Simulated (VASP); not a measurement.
# Ge (P6_3mc) in VASP: notebook

The runs below take Ge through single point, with LDA.

Everything below comes from runs of VASP 6.6.1. Logs are shortened: lines on timing, memory, paths and dates and some standing lists are left out, and cuts for length are marked.

## 1. The cell of the first run

The structure is hexagonal, space group P6_3mc (No. 186). Conventional cell: a = 4.104 Å, b = 4.104 Å, c = 11.138 Å, α = 90.00°, β = 90.00°, γ = 120.00°. Within 3.3 Å of Ge (site symmetry 3m) lie 3 Ge at 2.47 Å. Ge (site symmetry 3m) has 3 Ge at 2.47 Å within 3.3 Å.

## 2. Single point, LDA (volume scaled by 1.04)

The input, INCAR:

```
SYSTEM = Ge
ALGO = Normal
EDIFF = 1E-6
ENCUT = 520
GGA = CA
ISIF = 2
ISMEAR = -1
LASPH = .True.
LCHARG = .False.
LREAL = .False.
LWAVE = .False.
NBANDS = 36
NELM = 60
PREC = Accurate
SIGMA = 0.05
```

The input, KPOINTS:

```
k-points
0
Gamma
  8 8 3
  0 0 0
```

The input, POSCAR:

```
Ge
1.0
    4.1037054460      0.0000000000      0.0000000000
   -2.0518527230      3.5539131659      0.0000000000
    0.0000000000      0.0000000000     11.1380250504
Ge
4
Direct
    0.6666666667      0.3333333333      0.4148480000
    0.3333333333      0.6666666667      0.9148480000
    0.0000000000      0.0000000000      0.4774520000
    0.0000000000      0.0000000000      0.9774520000
```

Potentials or basis: VASP PAW LDA potentials, release 64 (Ge_d).

The run is started by

```sh
cat potpaw_LDA.64/Ge_d/POTCAR > POTCAR
mpirun -np 1 vasp_std > vasp.out
```

OUTCAR:

```text
SYSTEM = Ge
   EDIFF = 1E-6
   ENCUT = 520
   GGA = CA
   ISIF = 2
   ISMEAR = -1
   LASPH = .True.
   LREAL = .False.
   NELM = 60
   PREC = Accurate

 ion  position               nearest neighbor table
   1  0.667  0.333  0.415-   3 2.47   3 2.47   3 2.47
   2  0.333  0.667  0.915-   4 2.47   4 2.47   4 2.47
   3  0.000  0.000  0.477-   1 2.47   1 2.47   1 2.47
   4  0.000  0.000  0.977-   2 2.47   2 2.47   2 2.47

  LATTYP: Found a hexagonal cell.
 ALAT       =     4.1037054460
 C/A-ratio  =     2.7141385260

  Lattice vectors:

 A1 = (   4.1037054460,   0.0000000000,   0.0000000000)
 A2 = (  -2.0518527230,   3.5539131659,   0.0000000000)
 A3 = (   0.0000000000,   0.0000000000,  11.1380250504)

Analysis of symmetry for initial positions (statically):
=====================================================================
 Subroutine PRICEL returns:
 Original cell was already a primitive cell.

 Routine SETGRP: Setting up the symmetry group for a
 hexagonal supercell.

 Subroutine GETGRP returns: Found 12 space group operations
 (whereof  6 operations were pure point group operations)
 out of a pool of 24 trial point group operations.

The static configuration has the point symmetry C_3v.
 The point group associated with its full space group is C_6v.

Analysis of symmetry for dynamics (positions and initial velocities):
=====================================================================
 Subroutine PRICEL returns:
 Original cell was already a primitive cell.

 Routine SETGRP: Setting up the symmetry group for a
 hexagonal supercell.

 Subroutine GETGRP returns: Found 12 space group operations
 (whereof  6 operations were pure point group operations)
 out of a pool of 24 trial point group operations.

The dynamic configuration has the point symmetry C_3v.
 The point group associated with its full space group is C_6v.

 Subroutine INISYM returns: Found 12 space group operations
 (whereof  6 operations are pure point group operations),
 and found     1 'primitive' translations

----------------------------------------------------------------------------------------

                                     Primitive cell

  volume of cell :     162.4393

  direct lattice vectors                    reciprocal lattice vectors
     4.103705446  0.000000000  0.000000000     0.243682207  0.140689988  0.000000000
    -2.051852723  3.553913166  0.000000000     0.000000000  0.281379976  0.000000000
     0.000000000  0.000000000 11.138025050     0.000000000  0.000000000  0.089782524

  length of vectors
     4.103705446  4.103705446 11.138025050     0.281379976  0.281379976  0.089782524

  position of ions in fractional coordinates (direct lattice)
     0.666666667  0.333333333  0.414848000
     0.333333333  0.666666667  0.914848000
     0.000000000  0.000000000  0.477452000
     0.000000000  0.000000000  0.977452000

  ion indices of the primitive-cell ions
   primitive index   ion index
                 1           1
                 2           2
                 3           3
                 4           4

----------------------------------------------------------------------------------------

 KPOINTS: k-points

Automatic generation of k-mesh.
 Grid dimensions read from file:
 generate k-points for:    8    8    3

 Generating k-lattice:

  Cartesian coordinates                     Fractional coordinates (reciprocal lattice)
     0.030460276  0.017586248  0.000000000     0.125000000 -0.000000000  0.000000000
     0.000000000  0.035172497  0.000000000     0.000000000  0.125000000  0.000000000
     0.000000000  0.000000000  0.029927508     0.000000000  0.000000000  0.333333333

  Length of vectors
     0.035172497  0.035172497  0.029927508

  Shift w.r.t. Gamma in fractional coordinates (k-lattice)
     0.000000000  0.000000000  0.000000000

 Subroutine IBZKPT returns following result:
 ===========================================

 Found     20 irreducible k-points:

 Following reciprocal coordinates:
            Coordinates               Weight
  0.000000  0.000000  0.000000      1.000000
  0.125000 -0.000000  0.000000      6.000000
  0.250000 -0.000000  0.000000      6.000000
  0.375000  0.000000  0.000000      6.000000
  0.500000 -0.000000  0.000000      3.000000
  0.125000  0.125000  0.000000      6.000000
[... 12 lines left out ...]
  0.250000  0.250000  0.333333     12.000000
  0.375000  0.250000  0.333333     12.000000
   k-points           NKPTS =     20   k-points in BZ     NKDIM =     20   number of bands    NBANDS=     36
   number of dos      NEDOS =    301   number of ions     NIONS =      4
   total plane-waves  NPLWV =  86016
   dimension x,y,z NGX =    32 NGY =   32 NGZ =   84
   dimension x,y,z NGXF=    64 NGYF=   64 NGZF=  168
   ions per type =               4
   NGX,Y,Z   is equivalent  to a cutoff of  12.96, 12.96, 12.54 a.u.
   NGXF,Y,Z  is equivalent  to a cutoff of  25.93, 25.93, 25.08 a.u.
 SYSTEM =  Ge
   PREC   = accura    normal or accurate (medium, high low for compatibility)
   ISTART =      0    job   : 0-new  1-cont  2-samecut
   ICHARG =      2    charge: 1-file 2-atom 10-const
   ISPIN  =      1    spin polarized calculation?
   LNONCOLLINEAR =      F non collinear calculations
   LSORBIT =      F    spin-orbit coupling
   LASPH  =      T    aspherical Exc in radial PAW
   ENCUT  =  520.0 eV  38.22 Ry    6.18 a.u.   7.63  7.63 20.71*2*pi/ulx,y,z
   NELM   =     60;   NELMIN=  2; NELMDL= -5     # of ELM steps
   EDIFF  = 0.1E-05   stopping-criterion for ELM
   LREAL  =      F    real-space projection
   EDIFFG = 0.1E-04   stopping-criterion for IOM
   NSW    =      0    number of steps for IOM
   IBRION =     -1    ionic relax: 0-MD 1-quasi-New 2-CG
   NFREE  =      0    steps in history (QN), initial steepest desc. (CG)
   ISIF   =      2    stress and relaxation
   ISYM   =      2    0-nonsym 1-usesym 2-fastsym
   POTIM  = 0.5000    time-step for ionic-motion
   TEBEG  =    0.0;   TEEND  =   0.0 temperature during run
   PSTRESS=    0.0 pullay stress
   NELECT =      56.0000    total number of electrons
   NUPDOWN=      -1.0000    fix difference up-down
   EMIN   =  10.00;   EMAX   =-10.00  energy-range for DOS
   EFERMI =   0.00;   METHOD = LEGACY
   ISMEAR =    -1;   SIGMA  =   0.05  broadening in eV -4-tet -1-fermi 0-gaus
   EFERMI_NEDOS =   21; number of points for ismear=-14 and -15
   IALGO  =     38    algorithm
   IMIX   =      4    mixing-type and parameters
     AMIX     =   0.40;   BMIX     =  1.00
     AMIX_MAG =   1.60;   BMIX_MAG =  1.00
  volume/ion in A,a.u.               =      40.61       274.05
  Fermi-wavevector in a.u.,A,eV,Ry     =   1.147908  2.169232 17.928301  1.317693
  Thomas-Fermi vector in A             =   2.284586
   LORBIT       =      0    0 simple, 1 ext, 2 COOP (PROOUT), +10 PAW based schemes
   GGA     = CA    functional components
   LHFCALC =     F    Hartree Fock is set to
   AEXX    =    0.0000 exact exchange contribution
   IVDW    =     0    specifies the selected vdW correction
   LEPSILON=     F    determine dielectric tensor
   LRPA    =     F    only Hartree local field effects (RPA)
 non-spin polarized calculation
  energy-cutoff  :      520.00
  volume of cell :      162.44
 maximum number of plane-waves:      4416
 NGX is ok and might be reduce to    32
   NGX = 15   NGY = 15   NGZ = 41

 number of electron      55.9999996 magnetization

 Free energy of the ion-electron system (eV)
  ---------------------------------------------------
  ext. energy  EPLUGINS =         0.00000000
  ---------------------------------------------------
  free energy    TOTEN  =       -18.17531606 eV

  energy without entropy =      -18.17449681  energy(sigma->0) =      -18.17490643

 E-fermi :   0.2803     XC(G=0):  -7.4251

 val. band max:        0.0574288855   @ k =   0.3750   0.2500   0.0000
 cond. band min:       0.4142275635   @ k =   0.0000   0.0000   0.0000
 fundamental gap:      0.3567986780
 Fermi energy:         0.2802551518

 k-point     1 :       0.0000    0.0000    0.0000
  band No.  band energies     occupation
      1     -24.2560      2.00000
      2     -24.2560      2.00000
      3     -24.2560      2.00000
      4     -24.2560      2.00000
      5     -24.2173      2.00000
      6     -24.2173      2.00000
[... 28 lines left out ...]
     35       4.1313      0.00000
     36       4.1313      0.00000

 k-point     2 :       0.1250   -0.0000    0.0000
  band No.  band energies     occupation
      1     -24.2630      2.00000
      2     -24.2630      2.00000
      3     -24.2605      2.00000
      4     -24.2605      2.00000
      5     -24.2292      2.00000
      6     -24.2291      2.00000
[... 28 lines left out ...]
     35       4.6802      0.00000
     36       4.7140      0.00000

 k-point     3 :       0.2500   -0.0000    0.0000
  band No.  band energies     occupation
      1     -24.2721      2.00000
      2     -24.2721      2.00000
      3     -24.2672      2.00000
      4     -24.2672      2.00000
      5     -24.2419      2.00000
      6     -24.2418      2.00000
[... 28 lines left out ...]
     35       5.8928      0.00000
     36       5.9913      0.00000

 k-point     4 :       0.3750    0.0000    0.0000
  band No.  band energies     occupation
      1     -24.2740      2.00000
      2     -24.2739      2.00000
      3     -24.2711      2.00000
      4     -24.2711      2.00000
      5     -24.2545      2.00000
      6     -24.2544      2.00000
[... 28 lines left out ...]
     35       6.6852      0.00000
     36       7.0111      0.00000

 k-point     5 :       0.5000   -0.0000    0.0000
  band No.  band energies     occupation
      1     -24.2721      2.00000
      2     -24.2721      2.00000
      3     -24.2706      2.00000
      4     -24.2706      2.00000
      5     -24.2626      2.00000
      6     -24.2626      2.00000
[... 499 lines left out ...]
 k-point    18 :       0.3750    0.1250    0.3333
  band No.  band energies     occupation
      1     -24.2802      2.00000
      2     -24.2802      2.00000
      3     -24.2689      2.00000
      4     -24.2689      2.00000
      5     -24.2605      2.00000
      6     -24.2605      2.00000
[... 28 lines left out ...]
     35       6.1118      0.00000
     36       6.8313      0.00000

 k-point    19 :       0.2500    0.2500    0.3333
  band No.  band energies     occupation
      1     -24.2852      2.00000
      2     -24.2852      2.00000
      3     -24.2692      2.00000
      4     -24.2692      2.00000
      5     -24.2591      2.00000
      6     -24.2591      2.00000
[... 28 lines left out ...]
     35       5.3135      0.00000
     36       5.4890      0.00000

 k-point    20 :       0.3750    0.2500    0.3333
  band No.  band energies     occupation
      1     -24.2892      2.00000
      2     -24.2892      2.00000
      3     -24.2667      2.00000
      4     -24.2667      2.00000
      5     -24.2641      2.00000
      6     -24.2641      2.00000
[... 28 lines left out ...]
     35       6.4287      0.00000
     36       6.7968      0.00000

------------------------ aborting loop because EDIFF is reached ----------------------------------------

  FORCE on cell =-STRESS in cart. coord.  units (eV):
  Direction    XX          YY          ZZ          XY          YZ          ZX
  --------------------------------------------------------------------------------------
  -------------------------------------------------------------------------------------
  Total       -4.5237305     -4.5237305     -1.1191475      0.0000000      0.0000000      0.0000000
  in kB      -44.6186192    -44.6186192    -11.0384150      0.0000000      0.0000000      0.0000000
  external PRESSURE =     -33.4252178 kB  Pullay stress =       0.0000000 kB

 VOLUME and BASIS-vectors are now :
 -----------------------------------------------------------------------------
  energy-cutoff  :      520.00
  volume of cell :      162.44
      direct lattice vectors                 reciprocal lattice vectors
     4.103705446  0.000000000  0.000000000     0.243682207  0.140689988  0.000000000
    -2.051852723  3.553913166  0.000000000     0.000000000  0.281379976  0.000000000
     0.000000000  0.000000000 11.138025050     0.000000000  0.000000000  0.089782524

 POSITION                                       TOTAL-FORCE (eV/Angst)
 -----------------------------------------------------------------------------------
      2.05185      1.18464      4.62059         0.000000     -0.000000      0.350019
     -0.00000      2.36928     10.18960         0.000000      0.000000      0.350019
      0.00000      0.00000      5.31787         0.000000      0.000000     -0.350019
      0.00000      0.00000     10.88688        -0.000000      0.000000     -0.350019
 -----------------------------------------------------------------------------------
    total drift:                               -0.000000     -0.000001     -0.001736

  FREE ENERGIE OF THE ION-ELECTRON SYSTEM (eV)
  ---------------------------------------------------
  free  energy   TOTEN  =       -18.1753160629 eV

  energy  without entropy=      -18.1744968068  energy(sigma->0) =      -18.17490643
```

Run time: 1.7 min. Hardware: 1 thread of Intel Xeon Platinum 8259CL at 2.50GHz (Skylake/Cascade Lake), shared host; peak memory 0.26 GiB.

What came out:

```yaml
Free_energy: -18.1753 eV
Pressure: -3.3 GPa
Largest_force: 0.350 eV/Å
Band_gap_on_the_k_mesh: 0.36 eV, indirect (least direct gap 0.51 eV)
```

Forces in eV/Å, atoms in the order of the input:
```
Ge   0.000  0.000  0.350
Ge   0.000  0.000  0.350
Ge   0.000  0.000 -0.350
Ge   0.000  0.000 -0.350
```

Levels at points of the mesh, in eV from the valence-band top:
```
           k point  band 25  band 26  band 27  band 28  band 29  band 30  band 31  band 32
(0.00, 0.00, 0.00)    -0.17    -0.17    -0.16    -0.16     0.36     0.59     1.88     3.93
(0.50, 0.00, 0.00)    -1.62    -1.60    -0.94    -0.77     0.88     1.10     1.77     1.86
```

 A k mesh can miss the band edges.

## 3. Single point, LDA (volume scaled by 1.06)

The input, INCAR:

```
PREC = Accurate ; ENCUT = 520
EDIFF = 1E-6 ; ISMEAR = -1
SIGMA = 0.05 ; LREAL = False
LASPH = True ; NELM = 60
ALGO = Normal ; ISIF = 2
LWAVE = False ; LCHARG = False
NBANDS = 36
```

The input, KPOINTS:

```
regular mesh
0
Gamma
  8 8 3
```

The input, POSCAR:

```
Ge
1.0
    4.1298444020      0.0000000000      0.0000000000
   -2.0649222010      3.5765501658      0.0000000000
    0.0000000000      0.0000000000     11.2089697979
Ge
4
Direct
    0.6666666667      0.3333333333      0.4148480000
    0.3333333333      0.6666666667      0.9148480000
    0.0000000000      0.0000000000      0.4774520000
    0.0000000000      0.0000000000      0.9774520000
```

Potentials or basis: VASP PAW LDA potentials, release 64 (Ge_d).

The run is started by

```sh
cat potpaw_LDA.64/Ge_d/POTCAR > POTCAR
mpirun -np 1 vasp_std > vasp.out
```

Run time: 1.7 min. Hardware: 1 thread of Intel Xeon Platinum 8259CL at 2.50GHz (Skylake/Cascade Lake), shared host; peak memory 0.26 GiB.

The run converged. Its results:

```yaml
Free_energy: -18.1079 eV
Pressure: -3.7 GPa
Largest_force: 0.388 eV/Å
Band_gap_on_the_k_mesh: 0.26 eV, indirect (least direct gap 0.43 eV)
```

Forces in eV/Å, atoms in the order of the input:
```
Ge   0.000  0.000  0.388
Ge   0.000  0.000  0.388
Ge   0.000  0.000 -0.388
Ge   0.000  0.000 -0.388
```

Stress tensor (GPa, compression positive):
```
-4.94  0.00  0.00
 0.00 -4.94  0.00
 0.00  0.00 -1.11
```

Levels at points of the mesh, in eV from the valence-band top:
```
           k point  band 24  band 25  band 26  band 27  band 28  band 29  band 30  band 31  band 32  band 33
(0.00, 0.00, 0.00)    -3.09    -0.18    -0.18    -0.17    -0.17     0.26     0.51     1.89     3.86     4.00
(0.50, 0.00, 0.00)    -6.99    -1.60    -1.58    -0.93    -0.77     0.88     1.09     1.74     1.83     5.15
```
